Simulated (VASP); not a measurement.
Write the native input for VASP 6.6.1 that does the following.

* Task: single point
* Functional: LDA
* Potentials or basis: VASP PAW LDA potentials, release 64 (Se)
* Cutoff: 520 eV
* k mesh: 7 × 7 × 6
* Occupations: fermi-dirac, width 0.05 eV
* Spin: no spin polarisation
* Dipole correction: no
* Further INCAR settings: ALGO = Normal; EDIFF = 1e-07; NBANDS = 16

The structure of Se lies in POSCAR:

```
Se
1.0
    4.3662000000      0.0000000000      0.0000000000
   -2.1831000000      3.7812401180      0.0000000000
    0.0000000000      0.0000000000      4.9536000000
Se
3
Direct
    0.7746000000      0.7746000000      0.0000000000
    0.0000000000      0.2254000000      0.6666666667
    0.2254000000      0.0000000000      0.3333333333
```

These files were run (other wordings do the same):

INCAR

```
SYSTEM = Se
ALGO = Normal
EDIFF = 1E-7
ENCUT = 520
ISIF = 2
ISMEAR = -1
LASPH = .True.
LCHARG = .False.
LREAL = .False.
LWAVE = .False.
NBANDS = 16
NELM = 60
PREC = Accurate
SIGMA = 0.05
```

KPOINTS

```
k-points
0
Gamma
  7 7 6
  0 0 0
```

Potentials or basis: VASP PAW LDA potentials, release 64 (Se).

Run with:

```bash
$ cat potpaw_LDA.64/Se/POTCAR > POTCAR
$ mpirun -np 1 vasp_std > vasp.out
```

It gave:

```
Pressure               : -1.1 GPa
Largest force          : 0.263 eV/Å
Band gap on the k mesh : 1.09 eV, indirect (least direct gap 1.39 eV)
```

Wall time 43 s on 1 thread of AMD EPYC 7R43 64-Core Processor (Zen 3), on a shared host, peak memory 0.15 GiB.
